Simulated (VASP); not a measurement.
A run of VASP 6.6.1 is set up as follows.

The input INCAR:

```
SYSTEM = AlN
PREC = Accurate ; ENCUT = 520
EDIFF = 1E-6 ; ISMEAR = 0
SIGMA = 0.05 ; LREAL = .False.
LASPH = .True. ; NELM = 80
ALGO = Normal ; ISIF = 2
LWAVE = .False. ; LCHARG = .False.
GGA = CA ; NBANDS = 16
```

KPOINTS

```
regular mesh
0
Gamma
  9 9 6
  0 0 0
```

File POSCAR:

```
AlN
1.0
    3.1659609617      0.0000000000      0.0000000000
   -1.5829804808      2.7418026202      0.0000000000
    0.0000000000      0.0000000000      5.0673630437
Al N
2 2
Direct
    0.3172581426      0.6345162853      0.0015212672
    0.6827418574      0.3654837147      0.5015212672
    0.3476777443      0.6953554887      0.3834787328
    0.6523222557      0.3046445113      0.8834787328
```

Potentials or basis: VASP PAW LDA potentials, release 64 (Al, N).

Run with:

```console
$ cat potpaw_LDA.64/Al/POTCAR potpaw_LDA.64/N/POTCAR > POTCAR
$ mpirun -np 1 vasp_std > vasp.out
```

(1) What does it give for the pressure?

(2) Predict the band gap on the k mesh.

(3) What does it give for the largest force?

Results:

(1) -13.3 GPa.

(2) 3.69 eV, direct.

(3) 0.451 eV/Å.
